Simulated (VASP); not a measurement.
# NaSc2 (P6/mmm) in VASP: notebook

Runs on NaSc2. Level: PBE. Tasks: single point, relaxation of cell and atoms.

All numbers are computed with VASP 6.6.1; they aren't measurements. Logs are shortened: lines on timing, memory, paths and dates and some standing lists are left out, and cuts for length are marked.

### Step 1. The cell of the first run

Symmetry: P6/mmm, No. 191, hexagonal system. Conventional cell: a = 5.598 Å, b = 5.598 Å, c = 2.981 Å, α = 90.00°, β = 90.00°, γ = 120.00°. Within 3.9 Å of Na (site symmetry 6/mmm) lie 2 Na at 2.98 Å and 12 Sc at 3.56 Å. Sc (site symmetry -6m2) has 5 Sc at 2.98 to 3.23 Å and 6 Na at 3.56 Å within 3.9 Å.

### Step 2. Single point, PBE

INCAR

```
PREC = Accurate ; ENCUT = 520
EDIFF = 1E-6 ; ISMEAR = 0
SIGMA = 0.1 ; LREAL = False
LASPH = True ; NELM = 80
ALGO = Fast ; ISIF = 2
LWAVE = False ; LCHARG = False
GGA = PE ; NBANDS = 22
```

KPOINTS

```
Automatic mesh
0
Gamma
  12 12 16
```

POSCAR

```
NaSc2
1.0
    5.5984065079      0.0000000000      0.0000000000
   -2.7992032539      4.8483622566      0.0000000000
    0.0000000000      0.0000000000      2.9806571705
Na Sc
1 2
Direct
    0.0000000000      0.0000000000      0.0000000000
    0.3333333333      0.6666666667      0.5000000000
    0.6666666667      0.3333333333      0.5000000000
```

Potentials or basis: VASP PAW PBE potentials, release 64 (Na_pv, Sc_sv).

On the command line:

```
$ cat potpaw_PBE.64/Na_pv/POTCAR potpaw_PBE.64/Sc_sv/POTCAR > POTCAR
$ mpirun -np 1 vasp_std > vasp.out
```

OUTCAR:

```text
PREC = Accurate
   ENCUT = 520
   EDIFF = 1E-6
   ISMEAR = 0
   LREAL = False
   LASPH = True
   NELM = 80
   ISIF = 2
   GGA = PE

 ion  position               nearest neighbor table
   1  0.000  0.000  0.000-
   2  0.333  0.667  0.500-   3 3.23   3 3.23   3 3.23
   3  0.667  0.333  0.500-   2 3.23   2 3.23   2 3.23

  LATTYP: Found a hexagonal cell.
 ALAT       =     5.5984065079
 C/A-ratio  =     0.5324117079

  Lattice vectors:

 A1 = (   5.5984065079,   0.0000000000,   0.0000000000)
 A2 = (  -2.7992032539,   4.8483622566,   0.0000000000)
 A3 = (   0.0000000000,   0.0000000000,   2.9806571705)

Analysis of symmetry for initial positions (statically):
=====================================================================
 Subroutine PRICEL returns:
 Original cell was already a primitive cell.

 Routine SETGRP: Setting up the symmetry group for a
 hexagonal supercell.

 Subroutine GETGRP returns: Found 24 space group operations
 (whereof 24 operations were pure point group operations)
 out of a pool of 24 trial point group operations.

The static configuration has the point symmetry D_6h.

Analysis of symmetry for dynamics (positions and initial velocities):
=====================================================================
 Subroutine PRICEL returns:
 Original cell was already a primitive cell.

 Routine SETGRP: Setting up the symmetry group for a
 hexagonal supercell.

 Subroutine GETGRP returns: Found 24 space group operations
 (whereof 24 operations were pure point group operations)
 out of a pool of 24 trial point group operations.

The dynamic configuration has the point symmetry D_6h.

 Subroutine INISYM returns: Found 24 space group operations
 (whereof 24 operations are pure point group operations),
 and found     1 'primitive' translations

----------------------------------------------------------------------------------------

                                     Primitive cell

  volume of cell :      80.9043

  direct lattice vectors                    reciprocal lattice vectors
     5.598406508  0.000000000  0.000000000     0.178622256  0.103127608  0.000000000
    -2.799203254  4.848362257  0.000000000     0.000000000  0.206255215  0.000000000
     0.000000000  0.000000000  2.980657170     0.000000000  0.000000000  0.335496484

  length of vectors
     5.598406508  5.598406508  2.980657170     0.206255215  0.206255215  0.335496484

  position of ions in fractional coordinates (direct lattice)
     0.000000000  0.000000000  0.000000000
     0.333333333  0.666666667  0.500000000
     0.666666667  0.333333333  0.500000000

  ion indices of the primitive-cell ions
   primitive index   ion index
                 1           1
                 2           2
                 3           3

----------------------------------------------------------------------------------------

 KPOINTS: Automatic mesh

Automatic generation of k-mesh.
 Grid dimensions read from file:
 generate k-points for:   12   12   16

 Generating k-lattice:

  Cartesian coordinates                     Fractional coordinates (reciprocal lattice)
     0.014885188  0.008593967  0.000000000     0.083333333 -0.000000000  0.000000000
     0.000000000  0.017187935  0.000000000     0.000000000  0.083333333  0.000000000
     0.000000000  0.000000000  0.020968530     0.000000000  0.000000000  0.062500000

  Length of vectors
     0.017187935  0.017187935  0.020968530

  Shift w.r.t. Gamma in fractional coordinates (k-lattice)
     0.000000000  0.000000000  0.000000000

 Subroutine IBZKPT returns following result:
 ===========================================

 Found    171 irreducible k-points:

 Following reciprocal coordinates:
            Coordinates               Weight
  0.000000  0.000000  0.000000      1.000000
  0.083333  0.000000  0.000000      6.000000
  0.166667  0.000000  0.000000      6.000000
  0.250000 -0.000000  0.000000      6.000000
  0.333333  0.000000  0.000000      6.000000
  0.416667  0.000000  0.000000      6.000000
[... 16 lines left out ...]
  0.250000 -0.000000  0.062500     12.000000
  0.333333  0.000000  0.062500     12.000000
 [... further k-points ...]
   k-points           NKPTS =    171   k-points in BZ     NKDIM =    171   number of bands    NBANDS=     22
   number of dos      NEDOS =    301   number of ions     NIONS =      3
   total plane-waves  NPLWV =  42336
   dimension x,y,z NGX =    42 NGY =   42 NGZ =   24
   dimension x,y,z NGXF=    84 NGYF=   84 NGZF=   48
   ions per type =               1   2
   NGX,Y,Z   is equivalent  to a cutoff of  12.47, 12.47, 13.39 a.u.
   NGXF,Y,Z  is equivalent  to a cutoff of  24.94, 24.94, 26.77 a.u.
 SYSTEM =  unknown system
   PREC   = accura    normal or accurate (medium, high low for compatibility)
   ISTART =      0    job   : 0-new  1-cont  2-samecut
   ICHARG =      2    charge: 1-file 2-atom 10-const
   ISPIN  =      1    spin polarized calculation?
   LNONCOLLINEAR =      F non collinear calculations
   LSORBIT =      F    spin-orbit coupling
   LASPH  =      T    aspherical Exc in radial PAW
   ENCUT  =  520.0 eV  38.22 Ry    6.18 a.u.  10.41 10.41  5.54*2*pi/ulx,y,z
   NELM   =     80;   NELMIN=  2; NELMDL= -5     # of ELM steps
   EDIFF  = 0.1E-05   stopping-criterion for ELM
   LREAL  =      F    real-space projection
[... 7 lines left out ...]
   TEBEG  =    0.0;   TEEND  =   0.0 temperature during run
   PSTRESS=    0.0 pullay stress
   NELECT =      29.0000    total number of electrons
   NUPDOWN=      -1.0000    fix difference up-down
   EMIN   =  10.00;   EMAX   =-10.00  energy-range for DOS
   EFERMI =   0.00;   METHOD = LEGACY
   ISMEAR =     0;   SIGMA  =   0.10  broadening in eV -4-tet -1-fermi 0-gaus
   EFERMI_NEDOS =   21; number of points for ismear=-14 and -15
   IALGO  =     68    algorithm
   IMIX   =      4    mixing-type and parameters
     AMIX     =   0.40;   BMIX     =  1.00
     AMIX_MAG =   1.60;   BMIX_MAG =  1.00
  volume/ion in A,a.u.               =      26.97       181.99
  Fermi-wavevector in a.u.,A,eV,Ry     =   1.162921  2.197603 18.400328  1.352386
  Thomas-Fermi vector in A             =   2.299477
   LORBIT       =      0    0 simple, 1 ext, 2 COOP (PROOUT), +10 PAW based schemes
   GGA     = PE    functional components
   LHFCALC =     F    Hartree Fock is set to
   AEXX    =    0.0000 exact exchange contribution
   IVDW    =     0    specifies the selected vdW correction
   LEPSILON=     F    determine dielectric tensor
   LRPA    =     F    only Hartree local field effects (RPA)
 non-spin polarized calculation
 RMM-DIIS sequential band-by-band and
 Gauss-broadening in eV      SIGMA  =   0.10
  energy-cutoff  :      520.00
  volume of cell :       80.90
 maximum number of plane-waves:      2219
 NGX is ok and might be reduce to    42
   NGX = 21   NGY = 21   NGZ = 11

 number of electron      28.9999987 magnetization

 Free energy of the ion-electron system (eV)
  ---------------------------------------------------
  ext. energy  EPLUGINS =         0.00000000
  ---------------------------------------------------
  free energy    TOTEN  =       -12.31943922 eV

  energy without entropy =      -12.27853655  energy(sigma->0) =      -12.29898788

 E-fermi :   2.5092     XC(G=0):  -8.8332

 val. band max:        2.5089087997   @ k =   0.3333   0.3333   0.1875
 cond. band min:       2.5098544680   @ k =   0.0833   0.0833   0.1250
 fundamental gap:      0.0009456684
 Fermi energy:         2.5092144227

 k-point     1 :       0.0000    0.0000    0.0000
  band No.  band energies     occupation
      1     -47.4562      2.00000
      2     -47.4229      2.00000
      3     -26.1628      2.00000
      4     -26.1628      2.00000
      5     -26.0108      2.00000
      6     -26.0108      2.00000
[... 14 lines left out ...]
     21       5.6995      0.00000
     22       6.6014      0.00000

 k-point     2 :       0.0833    0.0000    0.0000
  band No.  band energies     occupation
      1     -47.4557      2.00000
      2     -47.4234      2.00000
      3     -26.1637      2.00000
      4     -26.1609      2.00000
      5     -26.0127      2.00000
      6     -26.0099      2.00000
[... 14 lines left out ...]
     21       5.5984      0.00000
     22       5.6014      0.00000

 k-point     3 :       0.1667    0.0000    0.0000
  band No.  band energies     occupation
      1     -47.4543      2.00000
      2     -47.4249      2.00000
      3     -26.1661      2.00000
      4     -26.1554      2.00000
      5     -26.0184      2.00000
      6     -26.0074      2.00000
[... 14 lines left out ...]
     21       5.3460      0.00000
     22       5.4086      0.00000

 k-point     4 :       0.2500   -0.0000    0.0000
  band No.  band energies     occupation
      1     -47.4520      2.00000
      2     -47.4271      2.00000
      3     -26.1693      2.00000
      4     -26.1471      2.00000
      5     -26.0269      2.00000
      6     -26.0042      2.00000
[... 14 lines left out ...]
     21       5.1273      0.00000
     22       5.2506      0.00000

 k-point     5 :       0.3333    0.0000    0.0000
  band No.  band energies     occupation
      1     -47.4492      2.00000
      2     -47.4299      2.00000
      3     -26.1723      2.00000
      4     -26.1373      2.00000
      5     -26.0369      2.00000
      6     -26.0011      2.00000
[... 417 lines left out ...]
 k-point    22 :       0.1667    0.0000    0.0625
  band No.  band energies     occupation
      1     -47.4521      2.00000
      2     -47.4228      2.00000
      3     -26.1639      2.00000
      4     -26.1533      2.00000
      5     -26.0165      2.00000
      6     -26.0056      2.00000
[... 14 lines left out ...]
     21       5.5672      0.00000
     22       5.6169      0.00000

 k-point    23 :       0.2500   -0.0000    0.0625
  band No.  band energies     occupation
      1     -47.4498      2.00000
      2     -47.4250      2.00000
      3     -26.1671      2.00000
      4     -26.1449      2.00000
      5     -26.0251      2.00000
      6     -26.0024      2.00000
[... 14 lines left out ...]
     21       5.3761      0.00000
     22       5.4134      0.00000

 k-point    24 :       0.3333    0.0000    0.0625
  band No.  band energies     occupation
      1     -47.4471      2.00000
      2     -47.4278      2.00000
      3     -26.1701      2.00000
      4     -26.1352      2.00000
      5     -26.0351      2.00000
      6     -25.9994      2.00000
[... 14 lines left out ...]
     21       5.1972      0.00000
     22       5.2758      0.00000

 [... further k-points ...]
[... 5 lines left out ...]
  --------------------------------------------------------------------------------------
  -------------------------------------------------------------------------------------
  Total        0.0431529      0.0431529      0.0730639      0.0000000      0.0000000      0.0000000
  in kB        0.8545732      0.8545732      1.4469122      0.0000000      0.0000000      0.0000000
  external PRESSURE =       1.0520195 kB  Pullay stress =       0.0000000 kB

 VOLUME and BASIS-vectors are now :
 -----------------------------------------------------------------------------
  energy-cutoff  :      520.00
  volume of cell :       80.90
      direct lattice vectors                 reciprocal lattice vectors
     5.598406508  0.000000000  0.000000000     0.178622256  0.103127608  0.000000000
    -2.799203254  4.848362257  0.000000000     0.000000000  0.206255215  0.000000000
     0.000000000  0.000000000  2.980657170     0.000000000  0.000000000  0.335496484

 POSITION                                       TOTAL-FORCE (eV/Angst)
 -----------------------------------------------------------------------------------
      0.00000      0.00000      0.00000        -0.000000      0.000000     -0.000000
     -0.00000      3.23224      1.49033        -0.000000      0.000000      0.000000
      2.79920      1.61612      1.49033         0.000000     -0.000000     -0.000000
 -----------------------------------------------------------------------------------
    total drift:                               -0.000000      0.000000     -0.000000

  FREE ENERGIE OF THE ION-ELECTRON SYSTEM (eV)
  ---------------------------------------------------
  free  energy   TOTEN  =       -12.3194392178 eV

  energy  without entropy=      -12.2785365460  energy(sigma->0) =      -12.29898788
```

Wall time 8.8 min (1 thread of AMD EPYC 7R13 (Zen 3), shared host); peak memory 0.37 GiB.

What came out:

| Property | Result |
| --- | --- |
| Free energy | -12.3194 eV |
| Pressure | 0.1 GPa |
| Band gap on the k mesh | zero (an odd number of electrons rules out a gap without spin polarisation) |

### Step 3. Relaxation of cell and atoms, PBE

This run uses another cell than the first one, of 27.04 Å³/atom.

INCAR

```
SYSTEM = NaSc2
  ALGO = Fast
  EDIFF = 1E-6
  EDIFFG = -0.01
  ENCUT = 600
  GGA = PE
  IBRION = 2
  ISIF = 3
  ISMEAR = 0
  LASPH = .TRUE.
  LCHARG = .FALSE.
  LREAL = .FALSE.
  LWAVE = .FALSE.
  NELM = 60
  NSW = 100
  PREC = Accurate
  SIGMA = 0.1
```

KPOINTS

```
k-points
0
G
  12 12 16
  0 0 0
```

POSCAR

```
NaSc2
1.0
    5.5831073635      0.0000000000      0.0000000000
   -2.7915536817      4.8351128088      0.0000000000
    0.0000000000      0.0000000000      3.0045456559
Na Sc
1 2
Direct
    0.0000000000      0.0000000000      0.0000000000
    0.3333333333      0.6666666667      0.5000000000
    0.6666666667      0.3333333333      0.5000000000
```

Potentials or basis: VASP PAW PBE potentials, release 64 (Na_pv, Sc_sv).

On the command line:

```
$ cat potpaw_PBE.64/Na_pv/POTCAR potpaw_PBE.64/Sc_sv/POTCAR > POTCAR
$ mpirun -np 1 vasp_std > vasp.out
```

Wall time 27 min (1 thread of AMD EPYC 7R13 (Zen 3), shared host); peak memory 0.43 GiB.

The run converged. Its results:

* Free energy: -12.3196 eV
* Relaxed volume: 27.00 Å³/atom
* Relaxed cell: a = 5.600 Å, b = 5.600 Å, c = 2.982 Å, α = 90.00°, β = 90.00°, γ = 120.00°
* Space group after relaxing (to 0.1 Å): P6/mmm (No. 191)
* Energy gained by relaxing: 0.3 meV/atom
* Ionic steps: 6
* Pressure after relaxing: 0.0 GPa
* Band gap on the k mesh: zero (an odd number of electrons rules out a gap without spin polarisation)

The path:
```tsv
step	energy change (eV)	largest force (eV/Å)	pressure (GPa)	volume (Å³)
1	0.0000	0.0000	-0.08	81.11
2	-0.0006	0.0000	0.03	80.95
3	-0.0006	0.0000	0.15	80.64
4	-0.0008	0.0000	0.06	80.79
5	-0.0008	0.0000	0.11	80.77
6	-0.0009	0.0000	-0.01	81.00
```

Final structure:
```cif
data_structure
_symmetry_space_group_name_H-M 'P 1'
_symmetry_Int_Tables_number 1
_cell_length_a 5.6003
_cell_length_b 5.6003
_cell_length_c 2.9821
_cell_angle_alpha 90.000
_cell_angle_beta 90.000
_cell_angle_gamma 120.000
_cell_volume 81.00
loop_
_atom_site_label
_atom_site_type_symbol
_atom_site_fract_x
_atom_site_fract_y
_atom_site_fract_z
_atom_site_occupancy
Na1 Na 0.00000 0.00000 0.00000 1
Sc1 Sc 0.33333 0.66667 0.50000 1
Sc2 Sc 0.66667 0.33333 0.50000 1
```

Levels at points of the mesh, in eV from the Fermi level:
```csv
k point,band 10,band 11,band 12,band 13,band 14,band 15,band 16,band 17,band 18
"(0.00, 0.00, 0.00)",-23.77,-23.77,-4.60,-0.36,-0.35,-0.24,-0.24,0.10,0.10
"(0.50, 0.00, 0.00)",-23.77,-23.77,-3.18,-2.66,-1.13,0.02,0.03,0.16,0.30
"(0.00, 0.00, 0.50)",-23.75,-23.75,-1.09,-0.51,-0.51,-0.14,0.91,0.91,1.26
"(0.50, 0.00, 0.50)",-23.75,-23.75,-0.95,-0.82,-0.15,0.10,0.53,0.97,1.02
```

Caveat: the highest band is partly filled, so the run has too few bands.
